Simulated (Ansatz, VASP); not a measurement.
Two plane-wave programs on PtSe2

```
CELL_PARAMETERS angstrom
3.70704 0.00000 0.00000
-1.85352 3.21039 0.00000
0.00000 0.00000 22.79816
ATOMIC_POSITIONS crystal
Se 0.66667 0.33333 0.19738
Se 0.33333 0.66667 0.31358
Se 0.33333 0.16667 0.46754
Se 0.00000 0.50000 0.58374
Pt 0.00000 0.00000 0.25548
Pt 0.66667 0.83333 0.52564
```

Alike in both runs: task single point; functional PBE; dispersion D3(BJ); k mesh 9 × 9 × 1; occupations gaussian, width 0.05 eV; no spin polarisation.

|  | VASP | Ansatz |
| --- | --- | --- |
| version | VASP 6.6.1 | Ansatz 0.2.0 |
| potentials or method | VASP PAW PBE potentials, release 64 (Se, Pt), cutoff 520 eV | scalar-relativistic, plane waves, PAW |
| valence electrons in the cell | 44 | 100 |

|  | VASP | Ansatz | Ansatz less VASP |
| --- | --- | --- | --- |
| gap on the k mesh at the Fermi level (eV) | 0.97 | 0.98 | +0.008 |
| least direct gap on the mesh (eV) | 1.14 | 1.15 | +0.009 |
| rms of the force components (eV/Å) | 0.035 | 0.035 | +0.0002 |

VASP's potentials hold 44 valence electrons a cell and Ansatz's 100, so a difference there can come from the potentials and not from the codes.

Neither program's run includes spin-orbit coupling.
